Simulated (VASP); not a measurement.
A run of VASP 6.6.1:

Contents of INCAR:

```
SYSTEM = Pd
PREC = Accurate
ENCUT = 600
EDIFF = 1E-6
ISMEAR = -1
SIGMA = 0.05
LREAL = .FALSE.
LASPH = .TRUE.
NELM = 60
ALGO = Normal
ISIF = 3
LWAVE = .FALSE.
LCHARG = .FALSE.
GGA = PE
IBRION = 2
NSW = 45
EDIFFG = -0.005
```

Contents of KPOINTS:

```
regular mesh
0
G
  18 18 18
  0 0 0
```

POSCAR

```
Pd
1.0
    0.0000000000      1.9712891000      1.9712891000
    1.9712891000      0.0000000000      1.9712891000
    1.9712891000      1.9712891000      0.0000000000
Pd
1
Direct
    0.0000000000      0.0000000000      0.0000000000
```

Potentials or basis: VASP PAW PBE potentials, release 64 (Pd).

The run is started by

```sh
$ cat potpaw_PBE.64/Pd/POTCAR > POTCAR
$ mpirun -np 1 vasp_std > vasp.out
```

Hardware: 1 thread of AMD EPYC 9R14 (Zen 4) (shared host).

Task: Estimate the wall time of this run.

Result: It took 48 s on 1 thread of AMD EPYC 9R14 (Zen 4), on a shared host, peak memory 0.14 GiB. Counts: scf iterations 21, k points 195, ion steps 3.
